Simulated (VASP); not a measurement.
Input of a VASP 6.6.1 run:

Contents of INCAR:

```
SYSTEM = RbCu2
  ALGO = Fast
  EDIFF = 1E-6
  ENCUT = 520
  GGA = PE
  ISIF = 2
  ISMEAR = 0
  LASPH = .TRUE.
  LCHARG = .FALSE.
  LREAL = .FALSE.
  LWAVE = .FALSE.
  NBANDS = 22
  NELM = 80
  PREC = Accurate
  SIGMA = 0.1
```

File KPOINTS:

```
k-points
0
G
  6 6 6
  0 0 0
```

File POSCAR:

```
RbCu2
1.0
    0.0000000000      3.1944473040      3.1944473040
    3.1944473040      0.0000000000      3.1944473040
    3.1944473040      3.1944473040      0.0000000000
Rb Cu
1 2
Direct
    0.0000000000      0.0000000000      0.0000000000
    0.2500000000      0.2500000000      0.2500000000
    0.7500000000      0.7500000000      0.7500000000
```

Potentials or basis: VASP PAW PBE potentials, release 64 (Rb_sv, Cu).

Launch:

```bash
$ cat potpaw_PBE.64/Rb_sv/POTCAR potpaw_PBE.64/Cu/POTCAR > POTCAR
$ mpirun -np 1 vasp_std > vasp.out
```

**Question.** What does it give for the pressure?

**Answer.** 14.4 GPa.
